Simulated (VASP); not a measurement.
# CsH (I4/mmm) in VASP: a series of runs

CsH is run at these levels: LDA; tasks: single point.

Everything below comes from runs of VASP 6.6.1. Logs are shortened: lines on timing, memory, paths and dates and some standing lists are left out, and cuts for length are marked.

## 1. The cell of the first run

Symmetry: I4/mmm, No. 139, tetragonal system. The conventional cell has a = 4.869 Å, b = 4.869 Å, c = 5.866 Å, α = 90.00°, β = 90.00°, γ = 90.00°. Within 3.9 Å of Cs (site symmetry 4/mmm) lie 6 H at 2.93 to 3.44 Å. H (site symmetry 4/mmm) has 6 Cs at 2.93 to 3.44 Å within 3.9 Å.

## 2. Single point, LDA (strain +0.080 along x and y, -0.080 along z)

INCAR reads:

```
  ALGO = Normal
  EDIFF = 1E-6
  ENCUT = 520
  ISIF = 2
  ISMEAR = 0
  LASPH = True
  LCHARG = False
  LREAL = False
  LWAVE = False
  NBANDS = 12
  NELM = 80
  PREC = Accurate
  SIGMA = 0.05
```

KPOINTS reads:

```
k-points
0
Gamma
  8 8 8
```

POSCAR reads:

```
CsH
1.0
    0.0000000000      3.4430400000      2.9329600000
    3.4430400000      0.0000000000      2.9329600000
    3.4430400000      3.4430400000      0.0000000000
Cs H
1 1
Direct
    0.0000000000      0.0000000000      0.0000000000
    0.5000000000      0.5000000000      0.5000000000
```

Potentials or basis: VASP PAW LDA potentials, release 64 (Cs_sv, H).

On the command line:

```sh
cat potpaw_LDA.64/Cs_sv/POTCAR potpaw_LDA.64/H/POTCAR > POTCAR
mpirun -np 1 vasp_std > vasp.out
```

OUTCAR:

```text
EDIFF = 1E-6
   ENCUT = 520
   ISIF = 2
   ISMEAR = 0
   LASPH = True
   LREAL = False
   NELM = 80
   PREC = Accurate

 ion  position               nearest neighbor table
   1  0.000  0.000  0.000-
   2  0.500  0.500  0.500-

  LATTYP: Found a body centered tetragonal cell.
 ALAT       =     4.8691938638
 C/A-ratio  =     1.2047004420

  Lattice vectors:

 A1 = (   0.0000000000,  -3.4430400000,  -2.9329600000)
 A2 = (   0.0000000000,   3.4430400000,  -2.9329600000)
 A3 = (   3.4430400000,   0.0000000000,   2.9329600000)

Analysis of symmetry for initial positions (statically):
=====================================================================
 Subroutine PRICEL returns:
 Original cell was already a primitive cell.

 Routine SETGRP: Setting up the symmetry group for a
 body centered tetragonal supercell.

 Subroutine GETGRP returns: Found 16 space group operations
 (whereof 16 operations were pure point group operations)
 out of a pool of 16 trial point group operations.

The static configuration has the point symmetry D_4h.

Analysis of symmetry for dynamics (positions and initial velocities):
=====================================================================
 Subroutine PRICEL returns:
 Original cell was already a primitive cell.

 Routine SETGRP: Setting up the symmetry group for a
 body centered tetragonal supercell.

 Subroutine GETGRP returns: Found 16 space group operations
 (whereof 16 operations were pure point group operations)
 out of a pool of 16 trial point group operations.

The dynamic configuration has the point symmetry D_4h.

 Subroutine INISYM returns: Found 16 space group operations
 (whereof 16 operations are pure point group operations),
 and found     1 'primitive' translations

----------------------------------------------------------------------------------------

                                     Primitive cell

  volume of cell :      69.5377

  direct lattice vectors                    reciprocal lattice vectors
     0.000000000  3.443040000  2.932960000    -0.145220503  0.145220503  0.170476242
     3.443040000  0.000000000  2.932960000     0.145220503 -0.145220503  0.170476242
     3.443040000  3.443040000  0.000000000     0.145220503  0.145220503 -0.170476242

  length of vectors
     4.522917068  4.522917068  4.869193864     0.266908483  0.266908483  0.266908483

  position of ions in fractional coordinates (direct lattice)
     0.000000000  0.000000000  0.000000000
     0.500000000  0.500000000  0.500000000

  ion indices of the primitive-cell ions
   primitive index   ion index
                 1           1
                 2           2

----------------------------------------------------------------------------------------

 KPOINTS: k-points

Automatic generation of k-mesh.
 Grid dimensions read from file:
 generate k-points for:    8    8    8

 Generating k-lattice:

  Cartesian coordinates                     Fractional coordinates (reciprocal lattice)
    -0.018152563  0.018152563  0.021309530     0.125000000  0.000000000  0.000000000
     0.018152563 -0.018152563  0.021309530     0.000000000  0.125000000  0.000000000
     0.018152563  0.018152563 -0.021309530     0.000000000  0.000000000  0.125000000

  Length of vectors
     0.033363560  0.033363560  0.033363560

  Shift w.r.t. Gamma in fractional coordinates (k-lattice)
     0.000000000  0.000000000  0.000000000

 Subroutine IBZKPT returns following result:
 ===========================================

 Found     59 irreducible k-points:

 Following reciprocal coordinates:
            Coordinates               Weight
  0.000000  0.000000  0.000000      1.000000
  0.125000  0.000000  0.000000      8.000000
  0.250000  0.000000  0.000000      8.000000
  0.375000 -0.000000  0.000000      8.000000
  0.500000  0.000000  0.000000      4.000000
  0.125000  0.125000  0.000000      2.000000
[... 16 lines left out ...]
  0.250000  0.000000  0.125000     16.000000
  0.375000  0.000000  0.125000     16.000000
 [... further k-points ...]
   k-points           NKPTS =     59   k-points in BZ     NKDIM =     59   number of bands    NBANDS=     12
   number of dos      NEDOS =    301   number of ions     NIONS =      2
   total plane-waves  NPLWV =  46656
   dimension x,y,z NGX =    36 NGY =   36 NGZ =   36
   dimension x,y,z NGXF=    72 NGYF=   72 NGZF=   72
   ions per type =               1   1
   NGX,Y,Z   is equivalent  to a cutoff of  13.23, 13.23, 12.29 a.u.
   NGXF,Y,Z  is equivalent  to a cutoff of  26.46, 26.46, 24.58 a.u.
 SYSTEM =  unknown system
   PREC   = accura    normal or accurate (medium, high low for compatibility)
   ISTART =      0    job   : 0-new  1-cont  2-samecut
   ICHARG =      2    charge: 1-file 2-atom 10-const
   ISPIN  =      1    spin polarized calculation?
   LNONCOLLINEAR =      F non collinear calculations
   LSORBIT =      F    spin-orbit coupling
   LASPH  =      T    aspherical Exc in radial PAW
   ENCUT  =  520.0 eV  38.22 Ry    6.18 a.u.   8.41  8.41  9.05*2*pi/ulx,y,z
   NELM   =     80;   NELMIN=  2; NELMDL= -5     # of ELM steps
   EDIFF  = 0.1E-05   stopping-criterion for ELM
   LREAL  =      F    real-space projection
   EDIFFG = 0.1E-04   stopping-criterion for IOM
   NSW    =      0    number of steps for IOM
   IBRION =     -1    ionic relax: 0-MD 1-quasi-New 2-CG
   NFREE  =      0    steps in history (QN), initial steepest desc. (CG)
   ISIF   =      2    stress and relaxation
   ISYM   =      2    0-nonsym 1-usesym 2-fastsym
   POTIM  = 0.5000    time-step for ionic-motion
   TEBEG  =    0.0;   TEEND  =   0.0 temperature during run
   PSTRESS=    0.0 pullay stress
   NELECT =      10.0000    total number of electrons
   NUPDOWN=      -1.0000    fix difference up-down
   EMIN   =  10.00;   EMAX   =-10.00  energy-range for DOS
   EFERMI =   0.00;   METHOD = LEGACY
   ISMEAR =     0;   SIGMA  =   0.05  broadening in eV -4-tet -1-fermi 0-gaus
   EFERMI_NEDOS =   21; number of points for ismear=-14 and -15
   IALGO  =     38    algorithm
   IMIX   =      4    mixing-type and parameters
     AMIX     =   0.40;   BMIX     =  1.00
     AMIX_MAG =   1.60;   BMIX_MAG =  1.00
  volume/ion in A,a.u.               =      34.77       234.63
  Fermi-wavevector in a.u.,A,eV,Ry     =   0.857699  1.620815 10.009085  0.735647
  Thomas-Fermi vector in A             =   1.974792
   LORBIT       =      0    0 simple, 1 ext, 2 COOP (PROOUT), +10 PAW based schemes
   GGA     = CA    functional components
   LHFCALC =     F    Hartree Fock is set to
   AEXX    =    0.0000 exact exchange contribution
   IVDW    =     0    specifies the selected vdW correction
   LEPSILON=     F    determine dielectric tensor
   LRPA    =     F    only Hartree local field effects (RPA)
 non-spin polarized calculation
 Gauss-broadening in eV      SIGMA  =   0.05
  energy-cutoff  :      520.00
  volume of cell :       69.54
 maximum number of plane-waves:      1884
 NGX is ok and might be reduce to    36
   NGX = 17   NGY = 17   NGZ = 19

 number of electron      10.0000002 magnetization

 Free energy of the ion-electron system (eV)
  ---------------------------------------------------
  ext. energy  EPLUGINS =         0.00000000
  ---------------------------------------------------
  free energy    TOTEN  =        -4.78865831 eV

  energy without entropy =       -4.78865831  energy(sigma->0) =       -4.78865831

 E-fermi :   0.0613     XC(G=0):  -7.2554

 val. band max:       -0.1714191879   @ k =   0.5000   0.0000   0.0000
 cond. band min:       1.7313873000   @ k =   0.5000   0.0000   0.0000
 fundamental gap:      1.9028064879
 Fermi energy:         0.0613107828

 k-point     1 :       0.0000    0.0000    0.0000
  band No.  band energies     occupation
      1     -21.6837      2.00000
      2      -8.2392      2.00000
      3      -8.2392      2.00000
      4      -8.1260      2.00000
      5      -1.9993      2.00000
      6       4.3756      0.00000
      7       4.5817      0.00000
      8       4.5817      0.00000
      9       5.2611      0.00000
     10       5.5641      0.00000
     11       8.2545      0.00000
     12       8.3019      0.00000

 k-point     2 :       0.1250    0.0000    0.0000
  band No.  band energies     occupation
      1     -21.6748      2.00000
      2      -8.3302      2.00000
      3      -8.2614      2.00000
      4      -8.1613      2.00000
      5      -1.7620      2.00000
      6       3.9854      0.00000
      7       4.5998      0.00000
      8       4.6002      0.00000
      9       5.2240      0.00000
     10       5.4889      0.00000
     11       7.5260      0.00000
     12       8.8114      0.00000

 k-point     3 :       0.2500    0.0000    0.0000
  band No.  band energies     occupation
      1     -21.6529      2.00000
      2      -8.5882      2.00000
      3      -8.3141      2.00000
      4      -8.1840      2.00000
      5      -1.1769      2.00000
      6       3.0035      0.00000
      7       4.2771      0.00000
      8       4.9304      0.00000
      9       5.4178      0.00000
     10       6.0490      0.00000
     11       6.7526      0.00000
     12       9.9237      0.00000
[... 286 lines left out ...]
 k-point    23 :       0.2500    0.0000    0.1250
  band No.  band energies     occupation
      1     -21.6571      2.00000
      2      -8.5175      2.00000
      3      -8.2942      2.00000
      4      -8.2064      2.00000
      5      -1.4118      2.00000
      6       3.3031      0.00000
      7       3.9569      0.00000
      8       5.0330      0.00000
      9       5.5675      0.00000
     10       5.7967      0.00000
     11       7.8135      0.00000
     12       9.4232      0.00000

 k-point    24 :       0.3750    0.0000    0.1250
  band No.  band energies     occupation
      1     -21.6351      2.00000
      2      -8.7355      2.00000
      3      -8.3662      2.00000
      4      -8.2317      2.00000
      5      -0.8571      2.00000
      6       2.5400      0.00000
      7       3.8803      0.00000
      8       5.0666      0.00000
      9       6.1308      0.00000
     10       6.5372      0.00000
     11       7.4595      0.00000
     12       9.6194      0.00000

 [... further k-points ...]

------------------------ aborting loop because EDIFF is reached ----------------------------------------

  FORCE on cell =-STRESS in cart. coord.  units (eV):
  Direction    XX          YY          ZZ          XY          YZ          ZX
  --------------------------------------------------------------------------------------
  -------------------------------------------------------------------------------------
  Total       -0.9069951     -0.9069951      0.3833761      0.0000000      0.0000000     -0.0000000
  in kB      -20.8975435    -20.8975435      8.8331446      0.0000000      0.0000000     -0.0000000
  external PRESSURE =     -10.9873141 kB  Pullay stress =       0.0000000 kB

 VOLUME and BASIS-vectors are now :
 -----------------------------------------------------------------------------
  energy-cutoff  :      520.00
  volume of cell :       69.54
      direct lattice vectors                 reciprocal lattice vectors
     0.000000000  3.443040000  2.932960000    -0.145220503  0.145220503  0.170476242
     3.443040000  0.000000000  2.932960000     0.145220503 -0.145220503  0.170476242
     3.443040000  3.443040000  0.000000000     0.145220503  0.145220503 -0.170476242

 POSITION                                       TOTAL-FORCE (eV/Angst)
 -----------------------------------------------------------------------------------
      0.00000      0.00000      0.00000         0.000000      0.000000     -0.000000
      3.44304      3.44304      2.93296        -0.000000      0.000000      0.000000
 -----------------------------------------------------------------------------------
    total drift:                               -0.000000      0.000000      0.000000

  FREE ENERGIE OF THE ION-ELECTRON SYSTEM (eV)
  ---------------------------------------------------
  free  energy   TOTEN  =        -4.7886583091 eV

  energy  without entropy=       -4.7886583091  energy(sigma->0) =       -4.78865831
```

Run time: 57 s. Hardware: 1 thread of Intel Xeon 8259CL, shared host; peak memory 0.2 GiB.

What came out:

```yaml
Free_energy: -4.7887 eV
Pressure: -1.1 GPa
Band_gap_on_the_k_mesh: 1.90 eV
```

Stress tensor (GPa, compression positive):
```
-2.09  0.00  0.00
 0.00 -2.09  0.00
 0.00  0.00  0.88
```

Caveat: the cell differs from its parent crystal (strain +0.080 along x and y, -0.080 along z); spin-orbit coupling is left out, which moves the levels of the heavy elements. A k mesh can miss the band edges.

## 3. Single point, LDA (strain +0.040 along x and y, +0.000 along z)

INCAR reads:

```
SYSTEM = CsH
PREC = Accurate ; ENCUT = 520
EDIFF = 1E-6 ; ISMEAR = 0
SIGMA = 0.05 ; LREAL = .False.
LASPH = .True. ; NELM = 80
ALGO = Normal ; ISIF = 2
LWAVE = .False. ; LCHARG = .False.
NBANDS = 12
```

KPOINTS reads:

```
Automatic mesh
0
Gamma
  8 8 8
  0 0 0
```

POSCAR reads:

```
CsH
1.0
    0.0000000000      3.3155200000      3.1880000000
    3.3155200000      0.0000000000      3.1880000000
    3.3155200000      3.3155200000      0.0000000000
Cs H
1 1
Direct
    0.0000000000      0.0000000000      0.0000000000
    0.5000000000      0.5000000000      0.5000000000
```

Potentials or basis: VASP PAW LDA potentials, release 64 (Cs_sv, H).

On the command line:

```sh
cat potpaw_LDA.64/Cs_sv/POTCAR potpaw_LDA.64/H/POTCAR > POTCAR
mpirun -np 1 vasp_std > vasp.out
```

Run time: 53 s. Hardware: 1 thread of Intel Xeon 8259CL, shared host; peak memory 0.2 GiB.

The run converged. Its results:

```yaml
Free_energy: -4.8408 eV
Pressure: -1.7 GPa
Band_gap_on_the_k_mesh: 2.02 eV
```

Stress tensor (GPa, compression positive):
```
-1.85  0.00  0.00
 0.00 -1.85  0.00
 0.00  0.00 -1.33
```

Levels at points of the mesh, in eV from the valence-band top:
```
           k point  band 2  band 3  band 4  band 5  band 6  band 7  band 8  band 9
(0.00, 0.00, 0.00)   -7.96   -7.96   -7.93   -1.71    4.92    4.92    5.10    5.31
(0.50, 0.00, 0.00)   -8.65   -8.06   -8.01    0.00    2.02    4.44    4.71    6.73
(0.50, 0.50, 0.00)   -8.53   -8.22   -8.22   -1.01    2.93    5.25    7.44    7.63
(0.50, 0.00, 0.50)   -8.56   -8.17   -8.16   -1.02    3.04    4.92    7.37    7.69
```

Caveat: the cell differs from its parent crystal (strain +0.040 along x and y, +0.000 along z); spin-orbit coupling is left out, which moves the levels of the heavy elements.

## 4. Single point, LDA (strain +0.080 along x and y, -0.040 along z)

INCAR reads:

```
SYSTEM = CsH
PREC = Accurate
ENCUT = 520
EDIFF = 1E-6
ISMEAR = 0
SIGMA = 0.05
LREAL = .FALSE.
LASPH = .TRUE.
NELM = 100
ALGO = Normal
ISIF = 2
LWAVE = .FALSE.
LCHARG = .TRUE.
LELF = .TRUE.
LVHAR = .TRUE.
NBANDS = 12
```

KPOINTS reads:

```
regular mesh
0
G
  8 8 8
  0 0 0
```

POSCAR reads:

```
CsH
1.0
    0.0000000000      3.4430400000      3.0604800000
    3.4430400000      0.0000000000      3.0604800000
    3.4430400000      3.4430400000      0.0000000000
Cs H
1 1
Direct
    0.0000000000      0.0000000000      0.0000000000
    0.5000000000      0.5000000000      0.5000000000
```

On the command line:

```sh
cat potpaw_LDA.64/Cs_sv/POTCAR potpaw_LDA.64/H/POTCAR > POTCAR
mpirun -np 1 vasp_std > vasp.out
```

Wall time 56 s (1 thread of Intel Xeon 8259CL, shared host); peak memory 0.2 GiB.

It converged, with:

```
Free energy            : -4.7913 eV
Pressure               : -1.6 GPa
Band gap on the k mesh : 2.01 eV
```

Stress tensor (GPa, compression positive):
```
-2.12  0.00  0.00
 0.00 -2.12  0.00
 0.00  0.00 -0.55
```

Levels at points of the mesh, in eV from the valence-band top:
```tsv
k point	band 1	band 2	band 3	band 4	band 5	band 6	band 7	band 8	band 9	band 10
(0.00, 0.00, 0.00)	-21.47	-8.05	-8.05	-7.96	-1.68	4.77	4.81	4.81	5.31	5.95
(0.50, 0.00, 0.00)	-21.42	-8.65	-8.16	-8.03	0.00	2.01	4.16	4.97	6.52	7.39
(0.50, 0.50, 0.00)	-21.39	-8.49	-8.32	-8.32	-0.98	2.80	5.54	7.19	7.19	7.19
(0.50, 0.00, 0.50)	-21.41	-8.60	-8.18	-8.16	-1.01	3.16	4.56	6.70	7.41	7.75
```

Caveat: the cell differs from its parent crystal (strain +0.080 along x and y, -0.040 along z); spin-orbit coupling is left out, which moves the levels of the heavy elements. A k mesh can miss the band edges.

## 5. The runs side by side

| cell | gap on the mesh (eV) | pressure (GPa) |
| --- | --- | --- |
| a = 4.523, b = 4.523, c = 4.869 Å, angles 57.4, 57.4, 65.1°, 2 atoms | 1.90 | -1.1 |
| a = 4.600, b = 4.600, c = 4.689 Å, angles 59.4, 59.4, 61.3°, 2 atoms | 2.02 | -1.7 |
| a = 4.607, b = 4.607, c = 4.869 Å, angles 58.1, 58.1, 63.8°, 2 atoms | 2.01 | -1.6 |

Alike in all rows: task single point; level LDA; potentials or basis VASP PAW LDA potentials, release 64 (Cs_sv, H); no spin polarisation; k mesh 8 × 8 × 8; cutoff (eV) 520; smearing gaussian 0.05 eV.

Caveats: spin-orbit coupling is left out, which moves the levels of the heavy elements.

Absolute energies hang on the potentials; compare differences alone.
